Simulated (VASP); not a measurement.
Here is a VASP 6.6.1 calculation.

Contents of INCAR:

```
SYSTEM = Rb2Sb
ALGO = Normal
EDIFF = 1E-7
ENCUT = 520
GGA = PE
ISIF = 2
ISMEAR = 0
LASPH = .True.
LCHARG = .False.
LREAL = .False.
LWAVE = .False.
NBANDS = 32
NELM = 60
PREC = Accurate
SIGMA = 0.1
```

File KPOINTS:

```
k-points
0
Gamma
  4 4 4
  0 0 0
```

File POSCAR:

```
Rb2Sb
1.0
    6.2861508111      0.0000000000      0.0000000000
    0.0000000000      6.2861508111      0.0000000000
    0.0000000000      0.0000000000      6.2861508111
Rb Sb
4 2
Direct
    0.2500000000      0.2500000000      0.2500000000
    0.2500000000      0.7500000000      0.7500000000
    0.7500000000      0.7500000000      0.2500000000
    0.7500000000      0.2500000000      0.7500000000
    0.0000000000      0.0000000000      0.0000000000
    0.5000000000      0.5000000000      0.5000000000
```

Potentials or basis: VASP PAW PBE potentials, release 64 (Rb_sv, Sb).

Run with:

```sh
$ cat potpaw_PBE.64/Rb_sv/POTCAR potpaw_PBE.64/Sb/POTCAR > POTCAR
$ mpirun -np 1 vasp_std > vasp.out
```

(1) Predict the band gap on the k mesh.

(2) Estimate the pressure.

Results:

(1) zero (bands 23 and 24 overlap by 1.55 eV).

(2) 16.9 GPa.

Caveat: the cell stands under pressure; spin-orbit coupling is left out, which moves the levels of the heavy elements.
